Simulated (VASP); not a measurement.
Wanted: the native input for a VASP 6.6.1 run.

| Quantity | Value |
| --- | --- |
| Task | single point |
| Functional | PBE |
| Potentials or basis | VASP PAW PBE potentials, release 64 (Ir, B) |
| Cutoff | 520 eV |
| k mesh | 4 × 4 × 1 |
| Occupations | gaussian, width 0.05 eV |
| Spin | no spin polarisation |
| Dipole correction | no |
| Further INCAR settings | ALGO = Normal; EDIFF = 1e-07; NBANDS = 68 |

The structure of BIr12 lies in POSCAR:

```
BIr12
1.0
    5.4305800000      0.0000000000      0.0000000000
    2.7152900000      4.7030200000      0.0000000000
    0.0000000000      0.0000000000     15.4340500000
Ir B
12 1
Direct
    0.1666666312      0.1666667375      0.0647918077
    0.6666666312      0.1666667375      0.0647918077
    0.1666666312      0.6666667375      0.0647918077
    0.6666666312      0.6666667375      0.0647918077
   -0.1650063099      0.3310324005      0.2091808696
    0.3301157434      0.3349388265      0.2067502049
   -0.1649642436      0.8339505254      0.2092641270
    0.3372325674      0.8313872788      0.2038574451
    0.0197796601     -0.0098906660      0.3502846628
    0.5194388456      0.0019264217      0.3558528060
    0.0112609526      0.4943702132      0.3496270908
    0.5194953772      0.4785922662      0.3558855258
    0.4970576360      0.7513270197      0.4417967416
```

One way to write it, as run:

INCAR

```
PREC = Accurate
ENCUT = 520
EDIFF = 1E-7
ISMEAR = 0
SIGMA = 0.05
LREAL = F
LASPH = T
NELM = 60
ALGO = Normal
ISIF = 2
LWAVE = F
LCHARG = T
GGA = PE
LELF = T
LVHAR = T
NBANDS = 68
```

KPOINTS

```
regular mesh
0
Gamma
  4 4 1
```

Potentials or basis: VASP PAW PBE potentials, release 64 (Ir, B).

The run is started by

```sh
$ cat potpaw_PBE.64/Ir/POTCAR potpaw_PBE.64/B/POTCAR > POTCAR
$ mpirun -np 1 vasp_std > vasp.out
```

It gave:

```json
{"Largest force": "0.425 eV/Å"}
```

Run time: 25 min on 1 thread of AMD EPYC 9755 128-Core Processor (shared host), peak memory 0.51 GiB.
